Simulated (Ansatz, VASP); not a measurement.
**Zn: VASP beside Ansatz**

Contents of INCAR:

```
ALGO = Normal
EDIFF = 1E-6
EDIFFG = -0.005
ENCUT = 600
GGA = PS
IBRION = 2
ISIF = 3
ISMEAR = -1
LASPH = True
LCHARG = False
LREAL = False
LWAVE = False
NELM = 80
NSW = 60
PREC = Accurate
SIGMA = 0.05
```

KPOINTS

```
k-points
0
Gamma
  19 19 19
```

Contents of POSCAR:

```
Zn
1.0
   -1.5238053889      1.5238053889      1.5238053889
    1.5238053889     -1.5238053889      1.5238053889
    1.5238053889      1.5238053889     -1.5238053889
Zn
1
Direct
    0.0000000000      0.0000000000      0.0000000000
```

Input for Ansatz:

```yaml
crystal:
  lattice:
    - [-1.5238053889, 1.5238053889, 1.5238053889]
    - [1.5238053889, -1.5238053889, 1.5238053889]
    - [1.5238053889, 1.5238053889, -1.5238053889]
  atoms:
    - { symbol: Zn, position: [0.0, 0.0, 0.0] }
kpoints:
  mp_grid: { grid: [19, 19, 19] }
scf:
  occupations: { method: fermi_dirac, width: 0.05 }
hamiltonian:
  xc: pbesol
  pseudopotentials: { kind: paw }
output:
  forces: true
  stress: true
  write_density: true
  write_potential: true
  elf: true
  volumetric_format: npy
relax:
  f_tol: 0.005
  max_steps: 40
  cell: {}
```

Alike in both runs: task relaxation of cell and atoms; functional PBEsol; k mesh 19 × 19 × 19; occupations fermi-dirac, width 0.05 eV; no spin polarisation.

```csv
,VASP,Ansatz
version,VASP 6.6.1,Ansatz 0.2.0
potentials or method,"VASP PAW PBE potentials, release 64 (Zn)","PAW with Ansatz's default frozen-core files, scalar-relativistic"
plane-wave cutoff (eV),600,420
valence electrons in the cell,12,12
```

Ansatz gave:

```
relaxed volume (Å³/atom)                                     : 14.35
relaxed cell length with the largest relative difference (Å) : 2.651
```

Task: What did VASP give for the same quantities?

Result: Relaxed volume (Å³/atom): 14.41; relaxed cell length with the largest relative difference (Å): 2.655.

VASP's potentials were made for PBE, not for PBEsol.
